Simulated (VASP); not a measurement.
**GaGe: relaxation of cell and atoms with PBEsol+D3(BJ)**

Crystal: GaGe.

```
Ge Ga
1.0
     0.00000    2.89784    2.89784
     2.89784    0.00000    2.89784
     2.89784    2.89784    0.00000
Ge Ga
1 1
Direct
  0.00000 0.00000 0.00000
  0.25000 0.25000 0.25000
```

| Item | Value |
| --- | --- |
| Program | VASP 6.6.1 |
| Task | relaxation of cell and atoms |
| Functional | PBEsol |
| Dispersion | D3(BJ) |
| Potentials or basis | VASP PAW PBE potentials, release 64 (Ge_d, Ga_d) |
| Cutoff | 600 eV |
| k mesh | 8 × 8 × 8 |
| Occupations | fermi-dirac, width 0.05 eV |
| Spin | no spin polarisation |
| Dipole correction | no |
| Further INCAR settings | ALGO = Normal; EDIFF = 1e-07; IBRION = 2; EDIFFG = -0.01; NSW = 60; ISIF = 3 |

```yaml
Relaxed_volume: 22.49 Å³/atom
Relaxed_cell: a = 3.992 Å, b = 3.992 Å, c = 3.992 Å, α = 60.00°, β = 60.00°, γ = 60.00°
Space_group_after_relaxing_to_0.1_Å: F-43m (No. 216)
Energy_gained_by_relaxing: 24.3 meV/atom
Ionic_steps: 3
Pressure_after_relaxing: 0.0 GPa
Band_gap_on_the_k_mesh: zero (an odd number of electrons rules out a gap without spin polarisation)
Dispersion_energy_per_atom: -0.262 eV
```

Step by step:
| step | energy change (eV) | largest force (eV/Å) | pressure (GPa) | volume (Å³) |
| --- | --- | --- | --- | --- |
| 1 | 0.0000 | 0.0000 | -3.95 | 48.67 |
| 2 | -0.0479 | 0.0000 | 0.57 | 44.57 |
| 3 | -0.0486 | 0.0000 | 0.02 | 44.98 |

Final structure:
```cif
data_structure
_symmetry_space_group_name_H-M 'P 1'
_symmetry_Int_Tables_number 1
_cell_length_a 3.9919
_cell_length_b 3.9919
_cell_length_c 3.9919
_cell_angle_alpha 60.000
_cell_angle_beta 60.000
_cell_angle_gamma 60.000
_cell_volume 44.98
loop_
_atom_site_label
_atom_site_type_symbol
_atom_site_fract_x
_atom_site_fract_y
_atom_site_fract_z
_atom_site_occupancy
Ge1 Ge 0.00000 0.00000 0.00000 1
Ga1 Ga 0.25000 0.25000 0.25000 1
```

Levels at points of the mesh, in eV from the Fermi level:
```
           k point  band 11  band 12  band 13  band 14  band 15  band 16  band 17
(0.00, 0.00, 0.00)   -10.99     1.86     1.86     1.86     2.83     4.53     4.53
(0.50, 0.00, 0.00)    -8.81    -5.65     0.43     0.43     2.42     5.51     5.51
(0.50, 0.50, 0.00)    -7.63    -6.02    -1.38    -1.38     2.29     2.45    11.79
```

It took 75 s on 1 thread of Intel Xeon 8259CL (shared host), peak memory 0.24 GiB.

Caveat: the PAW data sets were made with another functional, which shifts forces and pressure a little.
